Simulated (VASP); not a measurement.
Crystal: HfO2.

```
CELL_PARAMETERS angstrom
0.00000 2.55750 2.55750
2.55750 0.00000 2.55750
2.55750 2.55750 0.00000
ATOMIC_POSITIONS crystal
Hf 0.00000 0.00000 0.00000
O 0.75000 0.75000 0.75000
O 0.25000 0.25000 0.25000
```

```yaml
Program: VASP 6.6.1
Task: relaxation of cell and atoms
Functional: BLYP
Dispersion: D4
Potentials_or_basis: VASP PAW PBE potentials, release 64 (Hf_pv, O)
Cutoff: 600 eV
k_mesh: 9 × 9 × 9
Occupations: fermi-dirac, width 0.05 eV
Spin: no spin polarisation
```

At the start: pressure -5.2 GPa; volume 11.15 Å³/atom.

Question: How do energy, volume and symmetry change on relaxing?

Answer: Over 3 steps the energy falls by 4.1 meV/atom and the volume is 10.91 Å³/atom (-2.2 %); space group Fm-3m (No. 225, to 0.05 Å).

Step by step:
```tsv
step	energy change (eV)	largest force (eV/Å)	pressure (GPa)	volume (Å³)
1	0.0000	0.0000	-5.25	33.46
2	0.0134	0.0000	8.28	31.72
3	-0.0122	0.0000	-0.05	32.73
```

Final structure:
```yaml
crystal:
  lattice:
    - [0.00000, 2.53898, 2.53898]
    - [2.53898, 0.00000, 2.53898]
    - [2.53898, 2.53898, 0.00000]
  atoms:
    - { symbol: Hf, position: [0.00000, 0.00000, 0.00000] }
    - { symbol: O, position: [0.75000, 0.75000, 0.75000] }
    - { symbol: O, position: [0.25000, 0.25000, 0.25000] }
```

Caveat: the PAW data sets were made with another functional, which shifts forces and pressure a little.
